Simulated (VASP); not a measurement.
## Y: single point with PBEsol

Crystal: Y.

```
CELL_PARAMETERS angstrom
2.46359 2.46359 0.00000
-2.49469 2.49469 0.00000
0.00000 0.00000 4.98939
ATOMIC_POSITIONS crystal
Y 0.00000 0.00000 0.00000
Y 0.50000 0.50000 0.50000
```

This cell differs from its parent crystal: uniaxial strain along a: -1.0 %.

* Program: VASP 6.6.1
* Task: single point
* Functional: PBEsol
* Potentials or basis: VASP PAW PBE potentials, release 64 (Y_sv)
* Cutoff: 520 eV
* k mesh: 14 × 14 × 10
* Occupations: gaussian, width 0.1 eV
* Spin: no spin polarisation

```yaml
Pressure: 0.1 GPa
Band_gap_on_the_k_mesh: zero (band 11 reaches 4.13 eV, above the bottom of band 12 at 2.28 eV)
```

Stress tensor (GPa, compression positive):
```
 0.13  0.45  0.00
 0.45  0.13  0.00
 0.00  0.00 -0.07
```

Levels at points of the mesh, in eV from the Fermi level:
| k point | band 9 | band 10 | band 11 | band 12 | band 13 | band 14 |
| --- | --- | --- | --- | --- | --- | --- |
| (0.00, 0.00, 0.00) | -4.86 | -1.90 | -0.98 | 1.78 | 1.80 | 1.93 |
| (0.50, 0.00, 0.00) | -1.52 | -1.52 | 0.30 | 0.30 | 0.65 | 0.65 |
| (0.00, 0.50, 0.00) | -1.60 | -1.60 | 0.32 | 0.32 | 0.58 | 0.58 |
| (0.50, 0.50, 0.00) | -1.89 | -1.89 | -1.00 | -1.00 | 2.38 | 2.38 |
| (0.00, 0.00, 0.50) | -2.98 | -2.98 | 0.11 | 0.11 | 1.79 | 1.79 |
| (0.50, 0.00, 0.50) | -2.06 | -2.06 | 0.85 | 0.85 | 1.61 | 1.61 |
| (0.00, 0.50, 0.50) | -2.08 | -2.08 | 0.77 | 0.77 | 1.58 | 1.58 |
| (0.50, 0.50, 0.50) | -0.84 | -0.84 | 0.25 | 0.25 | 0.33 | 0.33 |

Run time: 7.8 min on 1 thread of Intel Xeon 6975P-C (shared host), peak memory 0.5 GiB.

Caveat: the cell differs from its parent crystal (uniaxial strain along a: -1.0 %); the PAW data sets were made with another functional, which shifts forces and pressure a little.
